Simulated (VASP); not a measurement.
# SnO2 (Pa-3) in VASP: settings compared

The runs below take SnO2 through single point, relaxation of cell and atoms, with RPBE+D3(BJ), LDA, BLYP.

Everything below comes from runs of VASP 6.6.1. Logs are shortened: lines on timing, memory, paths and dates and some standing lists are left out, and cuts for length are marked.

## 1. The cell of the first run

The structure is cubic, space group Pa-3 (No. 205). The conventional cell has a = 5.048 Å, b = 5.048 Å, c = 5.048 Å, α = 90.00°, β = 90.00°, γ = 90.00°. Within 2.7 Å of Sn (site symmetry -3) lie 6 O at 2.06 Å. O (site symmetry 3) has 3 Sn at 2.06 Å and 7 O at 2.69 to 2.76 Å within 2.8 Å.

## 2. Single point, RPBE+D3(BJ)

Contents of INCAR:

```
ALGO = Normal
EDIFF = 1E-6
ENCUT = 520
GGA = RP
ISIF = 2
ISMEAR = -1
IVDW = 12
LASPH = T
LCHARG = F
LREAL = F
LWAVE = F
NBANDS = 64
NELM = 80
PREC = Accurate
SIGMA = 0.05
```

Contents of KPOINTS:

```
k-points
0
Gamma
  5 5 5
```

Contents of POSCAR:

```
SnO2
1.0
    5.0478174331      0.0000000000      0.0000000000
    0.0000000000      5.0478174331      0.0000000000
    0.0000000000      0.0000000000      5.0478174331
Sn O
4 8
Direct
    0.0000000000      0.0000000000      0.0000000000
    0.5000000000      0.0000000000      0.5000000000
    0.5000000000      0.5000000000      0.0000000000
    0.0000000000      0.5000000000      0.5000000000
    0.6580785001      0.8419214999      0.1580785001
    0.8419214999      0.1580785001      0.6580785001
    0.1580785001      0.6580785001      0.8419214999
    0.3419214999      0.3419214999      0.3419214999
    0.6580785001      0.6580785001      0.6580785001
    0.8419214999      0.3419214999      0.1580785001
    0.1580785001      0.8419214999      0.3419214999
    0.3419214999      0.1580785001      0.8419214999
```

Potentials or basis: VASP PAW PBE potentials, release 64 (Sn_d, O).

Command:

```sh
$ cat potpaw_PBE.64/Sn_d/POTCAR potpaw_PBE.64/O/POTCAR > POTCAR
$ mpirun -np 1 vasp_std > vasp.out
```

OUTCAR:

```text
EDIFF = 1E-6
   ENCUT = 520
   GGA = RP
   ISIF = 2
   ISMEAR = -1
   IVDW = 12
   LASPH = T
   LREAL = F
   NELM = 80
   PREC = Accurate
 IVDW          = 12

 ion  position               nearest neighbor table
   1  0.000  0.000  0.000-   5 2.06   6 2.06   7 2.06  10 2.06  11 2.06  12 2.06   2 3.57   3 3.57
                             4 3.57   2 3.57   4 3.57   3 3.57   4 3.57   4 3.57   2 3.57   3 3.57
   2  0.500  0.000  0.500-   5 2.06   6 2.06   8 2.06   9 2.06  11 2.06  12 2.06   1 3.57   3 3.57
                             4 3.57   1 3.57   3 3.57   3 3.57   4 3.57   3 3.57   1 3.57   4 3.57
   3  0.500  0.500  0.000-   5 2.06   7 2.06   8 2.06   9 2.06  10 2.06  12 2.06   1 3.57   2 3.57
                             4 3.57   2 3.57   4 3.57   1 3.57   2 3.57   2 3.57   1 3.57   4 3.57
   4  0.000  0.500  0.500-   6 2.06   7 2.06   8 2.06   9 2.06  10 2.06  11 2.06   1 3.57   2 3.57
                             3 3.57   1 3.57   3 3.57   1 3.57   2 3.57   1 3.57   2 3.57   3 3.57
   5  0.658  0.842  0.158-   1 2.06   2 2.06   3 2.06
   6  0.842  0.158  0.658-   1 2.06   2 2.06   4 2.06
   7  0.158  0.658  0.842-   1 2.06   3 2.06   4 2.06
   8  0.342  0.342  0.342-   2 2.06   3 2.06   4 2.06
   9  0.658  0.658  0.658-   2 2.06   3 2.06   4 2.06
  10  0.842  0.342  0.158-   1 2.06   3 2.06   4 2.06
  11  0.158  0.842  0.342-   1 2.06   2 2.06   4 2.06
  12  0.342  0.158  0.842-   1 2.06   2 2.06   3 2.06

  LATTYP: Found a simple cubic cell.
 ALAT       =     5.0478174331

  Lattice vectors:

 A1 = (   5.0478174331,   0.0000000000,   0.0000000000)
 A2 = (   0.0000000000,   5.0478174331,   0.0000000000)
 A3 = (   0.0000000000,   0.0000000000,   5.0478174331)

Analysis of symmetry for initial positions (statically):
=====================================================================
 Subroutine PRICEL returns:
 Original cell was already a primitive cell.

 Routine SETGRP: Setting up the symmetry group for a
 simple cubic supercell.

 Subroutine GETGRP returns: Found 24 space group operations
 (whereof  6 operations were pure point group operations)
 out of a pool of 48 trial point group operations.

The static configuration has the point symmetry S_6 .
 The point group associated with its full space group is T_h .

Analysis of symmetry for dynamics (positions and initial velocities):
=====================================================================
 Subroutine PRICEL returns:
 Original cell was already a primitive cell.

 Routine SETGRP: Setting up the symmetry group for a
 simple cubic supercell.

 Subroutine GETGRP returns: Found 24 space group operations
 (whereof  6 operations were pure point group operations)
 out of a pool of 48 trial point group operations.

The dynamic configuration has the point symmetry S_6 .
 The point group associated with its full space group is T_h .

 Subroutine INISYM returns: Found 24 space group operations
 (whereof  6 operations are pure point group operations),
 and found     1 'primitive' translations

----------------------------------------------------------------------------------------

                                     Primitive cell

  volume of cell :     128.6207

  direct lattice vectors                    reciprocal lattice vectors
     5.047817433  0.000000000  0.000000000     0.198105421  0.000000000  0.000000000
     0.000000000  5.047817433  0.000000000     0.000000000  0.198105421  0.000000000
     0.000000000  0.000000000  5.047817433     0.000000000  0.000000000  0.198105421

  length of vectors
     5.047817433  5.047817433  5.047817433     0.198105421  0.198105421  0.198105421

  position of ions in fractional coordinates (direct lattice)
     0.000000000  0.000000000  0.000000000
     0.500000000  0.000000000  0.500000000
     0.500000000  0.500000000  0.000000000
     0.000000000  0.500000000  0.500000000
     0.658078500  0.841921500  0.158078500
     0.841921500  0.158078500  0.658078500
     0.158078500  0.658078500  0.841921500
     0.341921500  0.341921500  0.341921500
     0.658078500  0.658078500  0.658078500
     0.841921500  0.341921500  0.158078500
     0.158078500  0.841921500  0.341921500
     0.341921500  0.158078500  0.841921500

  ion indices of the primitive-cell ions
   primitive index   ion index
                 1           1
                 2           2
                 3           3
                 4           4
                 5           5
                 6           6
                 7           7
                 8           8
                 9           9
                10          10
                11          11
                12          12

----------------------------------------------------------------------------------------

 KPOINTS: k-points

Automatic generation of k-mesh.
 Grid dimensions read from file:
 generate k-points for:    5    5    5

 Generating k-lattice:

  Cartesian coordinates                     Fractional coordinates (reciprocal lattice)
     0.039621084  0.000000000  0.000000000     0.200000000  0.000000000  0.000000000
     0.000000000  0.039621084  0.000000000     0.000000000  0.200000000  0.000000000
     0.000000000  0.000000000  0.039621084     0.000000000  0.000000000  0.200000000

  Length of vectors
     0.039621084  0.039621084  0.039621084

  Shift w.r.t. Gamma in fractional coordinates (k-lattice)
     0.000000000  0.000000000  0.000000000

 Subroutine IBZKPT returns following result:
 ===========================================

 Found     11 irreducible k-points:

 Following reciprocal coordinates:
            Coordinates               Weight
  0.000000  0.000000  0.000000      1.000000
  0.200000  0.000000  0.000000      6.000000
  0.400000  0.000000  0.000000      6.000000
  0.200000  0.200000  0.000000     12.000000
  0.400000  0.200000  0.000000     12.000000
 -0.200000  0.400000  0.000000     12.000000
  0.400000  0.400000  0.000000     12.000000
  0.200000  0.200000  0.200000      8.000000
  0.400000  0.200000  0.200000     24.000000
  0.400000  0.400000  0.200000     24.000000
  0.400000  0.400000  0.400000      8.000000
   k-points           NKPTS =     11   k-points in BZ     NKDIM =     11   number of bands    NBANDS=     64
   number of dos      NEDOS =    301   number of ions     NIONS =     12
   total plane-waves  NPLWV =  64000
   dimension x,y,z NGX =    40 NGY =   40 NGZ =   40
   dimension x,y,z NGXF=    80 NGYF=   80 NGZF=   80
   ions per type =               4   8
   NGX,Y,Z   is equivalent  to a cutoff of  13.17, 13.17, 13.17 a.u.
   NGXF,Y,Z  is equivalent  to a cutoff of  26.35, 26.35, 26.35 a.u.
 SYSTEM =  unknown system
   PREC   = accura    normal or accurate (medium, high low for compatibility)
   ISTART =      0    job   : 0-new  1-cont  2-samecut
   ICHARG =      2    charge: 1-file 2-atom 10-const
   ISPIN  =      1    spin polarized calculation?
   LNONCOLLINEAR =      F non collinear calculations
   LSORBIT =      F    spin-orbit coupling
   LASPH  =      T    aspherical Exc in radial PAW
   ENCUT  =  520.0 eV  38.22 Ry    6.18 a.u.   9.39  9.39  9.39*2*pi/ulx,y,z
   NELM   =     80;   NELMIN=  2; NELMDL= -5     # of ELM steps
   EDIFF  = 0.1E-05   stopping-criterion for ELM
   LREAL  =      F    real-space projection
   EDIFFG = 0.1E-04   stopping-criterion for IOM
   NSW    =      0    number of steps for IOM
   IBRION =     -1    ionic relax: 0-MD 1-quasi-New 2-CG
   NFREE  =      0    steps in history (QN), initial steepest desc. (CG)
   ISIF   =      2    stress and relaxation
   ISYM   =      2    0-nonsym 1-usesym 2-fastsym
   POTIM  = 0.5000    time-step for ionic-motion
   TEBEG  =    0.0;   TEEND  =   0.0 temperature during run
   PSTRESS=    0.0 pullay stress
   NELECT =     104.0000    total number of electrons
   NUPDOWN=      -1.0000    fix difference up-down
   EMIN   =  10.00;   EMAX   =-10.00  energy-range for DOS
   EFERMI =   0.00;   METHOD = LEGACY
   ISMEAR =    -1;   SIGMA  =   0.05  broadening in eV -4-tet -1-fermi 0-gaus
   EFERMI_NEDOS =   21; number of points for ismear=-14 and -15
   IALGO  =     38    algorithm
   IMIX   =      4    mixing-type and parameters
     AMIX     =   0.40;   BMIX     =  1.00
     AMIX_MAG =   1.60;   BMIX_MAG =  1.00
  volume/ion in A,a.u.               =      10.72        72.33
  Fermi-wavevector in a.u.,A,eV,Ry     =   1.525161  2.882136 31.648723  2.326116
  Thomas-Fermi vector in A             =   2.633369
   LORBIT       =      0    0 simple, 1 ext, 2 COOP (PROOUT), +10 PAW based schemes
   GGA     = RP    functional components
   LHFCALC =     F    Hartree Fock is set to
   AEXX    =    0.0000 exact exchange contribution
   IVDW    =    12    specifies the selected vdW correction
   LEPSILON=     F    determine dielectric tensor
   LRPA    =     F    only Hartree local field effects (RPA)
 non-spin polarized calculation
  energy-cutoff  :      520.00
  volume of cell :      128.62
 maximum number of plane-waves:      3485
 NGX is ok and might be reduce to    40
   NGX = 19   NGY = 19   NGZ = 19

 number of electron     104.0000045 magnetization

 Free energy of the ion-electron system (eV)
  ---------------------------------------------------
  ext. energy  EPLUGINS =         0.00000000
  ---------------------------------------------------
  free energy    TOTEN  =       -67.74718929 eV

  energy without entropy =      -67.74718913  energy(sigma->0) =      -67.74718921

 E-fermi :   8.4507     XC(G=0): -11.8335

 val. band max:        7.6692009878   @ k =  -0.2000   0.4000   0.0000
 cond. band min:       9.0500442788   @ k =   0.0000   0.0000   0.0000
 fundamental gap:      1.3808432909
 Fermi energy:         8.4506635725

 k-point     1 :       0.0000    0.0000    0.0000
  band No.  band energies     occupation
      1     -13.3274      2.00000
      2     -13.3274      2.00000
      3     -13.3274      2.00000
      4     -12.4113      2.00000
      5     -12.4113      2.00000
      6     -12.4113      2.00000
[... 56 lines left out ...]
     63      17.1306      0.00000
     64      19.6679      0.00000

 k-point     2 :       0.2000    0.0000    0.0000
  band No.  band energies     occupation
      1     -13.2752      2.00000
      2     -13.2707      2.00000
      3     -13.2600      2.00000
      4     -12.4819      2.00000
      5     -12.4782      2.00000
      6     -12.4667      2.00000
[... 56 lines left out ...]
     63      17.2290      0.00000
     64      19.1147      0.00000

 k-point     3 :       0.4000    0.0000    0.0000
  band No.  band energies     occupation
      1     -13.1546      2.00000
      2     -13.1475      2.00000
      3     -13.0658      2.00000
      4     -12.7762      2.00000
      5     -12.6402      2.00000
      6     -12.6388      2.00000
[... 525 lines left out ...]
     63      18.8964      0.00000
     64      19.2619      0.00000

 k-point    11 :       0.4000    0.4000    0.4000
  band No.  band energies     occupation
      1     -13.1870      2.00000
      2     -13.1291      2.00000
      3     -13.1291      2.00000
      4     -13.1125      2.00000
      5     -12.4638      2.00000
      6     -12.4638      2.00000
[... 56 lines left out ...]
     63      19.1811      0.00000
     64      19.7683      0.00000

------------------------ aborting loop because EDIFF is reached ----------------------------------------

 Edisp (eV)  -12.53115

 E8    (eV) :    -7.5198

  FORCE on cell =-STRESS in cart. coord.  units (eV):
  Direction    XX          YY          ZZ          XY          YZ          ZX
  --------------------------------------------------------------------------------------
  -------------------------------------------------------------------------------------
  Total       0.56214     0.56214     0.56214     0.00000     0.00000     0.00000
  in kB       7.00230     7.00230     7.00230     0.00000     0.00000     0.00000
  external pressure =        7.00 kB  Pullay stress =        0.00 kB

 VOLUME and BASIS-vectors are now :
 -----------------------------------------------------------------------------
  energy-cutoff  :      520.00
  volume of cell :      128.62
      direct lattice vectors                 reciprocal lattice vectors
     5.047817433  0.000000000  0.000000000     0.198105421  0.000000000  0.000000000
     0.000000000  5.047817433  0.000000000     0.000000000  0.198105421  0.000000000
     0.000000000  0.000000000  5.047817433     0.000000000  0.000000000  0.198105421

 POSITION                                       TOTAL-FORCE (eV/Angst)
 -----------------------------------------------------------------------------------
      0.00000      0.00000      0.00000         0.000000      0.000000      0.000000
      2.52391      0.00000      2.52391         0.000000      0.000000      0.000000
      2.52391      2.52391      0.00000         0.000000      0.000000      0.000000
      0.00000      2.52391      2.52391         0.000000      0.000000      0.000000
      3.32186      4.24987      0.79795        -0.001746      0.001746     -0.001746
      4.24987      0.79795      3.32186         0.001746     -0.001746     -0.001746
      0.79795      3.32186      4.24987        -0.001746     -0.001746      0.001746
      1.72596      1.72596      1.72596         0.001746      0.001746      0.001746
      3.32186      3.32186      3.32186        -0.001746     -0.001746     -0.001746
      4.24987      1.72596      0.79795         0.001746      0.001746     -0.001746
      0.79795      4.24987      1.72596        -0.001746      0.001746      0.001746
      1.72596      0.79795      4.24987         0.001746     -0.001746      0.001746
 -----------------------------------------------------------------------------------
    total drift:                               -0.000000      0.000000     -0.000000

  FREE ENERGIE OF THE ION-ELECTRON SYSTEM (eV)
  ---------------------------------------------------
  free  energy   TOTEN  =       -80.2783399688 eV

  energy  without entropy=      -80.2783398166  energy(sigma->0) =      -80.27833989
```

Wall time 1.9 min (1 thread of Intel Xeon Platinum 8259CL at 2.50GHz (Skylake/Cascade Lake), shared host); peak memory 0.27 GiB.

What came out:

* Free energy: -80.2783 eV
* Pressure: 0.7 GPa
* Largest force: 0.003 eV/Å
* Band gap on the k mesh: 1.38 eV (least direct gap 1.46 eV)
* Dispersion energy per atom: -1.044 eV

Forces in eV/Å, atoms in the order of the input:
```
Sn   0.000  0.000  0.000
Sn   0.000  0.000  0.000
Sn   0.000  0.000  0.000
Sn   0.000  0.000  0.000
O   -0.002  0.002 -0.002
O    0.002 -0.002 -0.002
O   -0.002 -0.002  0.002
O    0.002  0.002  0.002
O   -0.002 -0.002 -0.002
O    0.002  0.002 -0.002
O   -0.002  0.002  0.002
O    0.002 -0.002  0.002
```

Levels at points of the mesh, in eV from the valence-band top:
```tsv
k point	band 50	band 51	band 52	band 53	band 54	band 55
(0.00, 0.00, 0.00)	-0.08	-0.08	-0.08	1.38	6.64	6.64
```

Caveat: the PAW data sets were made with another functional, which shifts forces and pressure a little; spin-orbit coupling is left out, which moves the levels of the heavy elements; an odd mesh through Γ misses points on the zone boundary, where band edges can lie.

## 3. Relaxation of cell and atoms, RPBE+D3(BJ)

This run uses another cell than the first one, of 11.55 Å³/atom.

Contents of INCAR:

```
SYSTEM = SnO2
ALGO = Normal
EDIFF = 1E-6
EDIFFG = -0.01
ENCUT = 600
GGA = RP
IBRION = 2
ISIF = 3
ISMEAR = -1
IVDW = 12
LASPH = .TRUE.
LCHARG = .FALSE.
LREAL = .FALSE.
LWAVE = .FALSE.
NELM = 100
NSW = 60
PREC = Accurate
SIGMA = 0.05
```

Contents of KPOINTS:

```
k-points
0
G
  5 5 5
  0 0 0
```

Contents of POSCAR:

```
SnO2
1.0
    5.1752560000      0.0000000000      0.0000000000
    0.0000000000      5.1752560000      0.0000000000
    0.0000000000      0.0000000000      5.1752560000
Sn O
4 8
Direct
    0.0000000000      0.0000000000      0.0000000000
    0.5000000000      0.0000000000      0.5000000000
    0.5000000000      0.5000000000      0.0000000000
    0.0000000000      0.5000000000      0.5000000000
    0.6610980000      0.8389020000      0.1610980000
    0.8389020000      0.1610980000      0.6610980000
    0.1610980000      0.6610980000      0.8389020000
    0.3389020000      0.3389020000      0.3389020000
    0.6610980000      0.6610980000      0.6610980000
    0.8389020000      0.3389020000      0.1610980000
    0.1610980000      0.8389020000      0.3389020000
    0.3389020000      0.1610980000      0.8389020000
```

Potentials or basis: VASP PAW PBE potentials, release 64 (Sn_d, O).

Command:

```sh
$ cat potpaw_PBE.64/Sn_d/POTCAR potpaw_PBE.64/O/POTCAR > POTCAR
$ mpirun -np 1 vasp_std > vasp.out
```

Run time: 13 min. Hardware: 1 thread of Intel Xeon Platinum 8259CL at 2.50GHz (Skylake/Cascade Lake), shared host; peak memory 0.33 GiB.

Results (log left out):

```yaml
Free_energy: -80.3355 eV
Relaxed_volume: 10.73 Å³/atom
Relaxed_cell: a = 5.050 Å, b = 5.050 Å, c = 5.050 Å, α = 90.00°, β = 90.00°, γ = 90.00°
Space_group_after_relaxing_to_0.1_Å: Pa-3 (No. 205)
Energy_gained_by_relaxing: 37.8 meV/atom
Ionic_steps: 8
Pressure_after_relaxing: 0.1 GPa
Band_gap_on_the_k_mesh: 1.37 eV (least direct gap 1.45 eV)
Dispersion_energy_per_atom: -1.042 eV
```

The path:
| step | energy change (eV) | largest force (eV/Å) | pressure (GPa) | volume (Å³) |
| --- | --- | --- | --- | --- |
| 1 | 0.0000 | 0.0002 | -13.79 | 138.61 |
| 2 | 0.1314 | 0.1949 | 21.08 | 119.60 |
| 3 | -0.4443 | 0.0807 | -0.17 | 129.16 |
| 4 | -0.4444 | 0.0827 | 0.09 | 128.98 |
| 5 | -0.4466 | 0.0722 | 0.10 | 128.95 |
| 6 | -0.4514 | 0.0406 | 0.11 | 128.87 |
| 7 | -0.4523 | 0.0311 | 0.09 | 128.72 |
| 8 | -0.4534 | 0.0016 | 0.10 | 128.78 |

Final structure:
```
CELL_PARAMETERS angstrom
5.04996 0.00000 0.00000
0.00000 5.04996 0.00000
0.00000 0.00000 5.04996
ATOMIC_POSITIONS crystal
Sn 0.00000 0.00000 0.00000
Sn 0.50000 0.00000 0.50000
Sn 0.50000 0.50000 0.00000
Sn 0.00000 0.50000 0.50000
O 0.65808 0.84192 0.15808
O 0.84192 0.15808 0.65808
O 0.15808 0.65808 0.84192
O 0.34192 0.34192 0.34192
O 0.65808 0.65808 0.65808
O 0.84192 0.34192 0.15808
O 0.15808 0.84192 0.34192
O 0.34192 0.15808 0.84192
```

Levels at points of the mesh, in eV from the valence-band top:
| k point | band 50 | band 51 | band 52 | band 53 | band 54 | band 55 |
| --- | --- | --- | --- | --- | --- | --- |
| (0.00, 0.00, 0.00) | -0.08 | -0.08 | -0.08 | 1.37 | 6.62 | 6.62 |

Caveat: the PAW data sets were made with another functional, which shifts forces and pressure a little; spin-orbit coupling is left out, which moves the levels of the heavy elements; an odd mesh through Γ misses points on the zone boundary, where band edges can lie.

(Continued in part 2 of 2.)
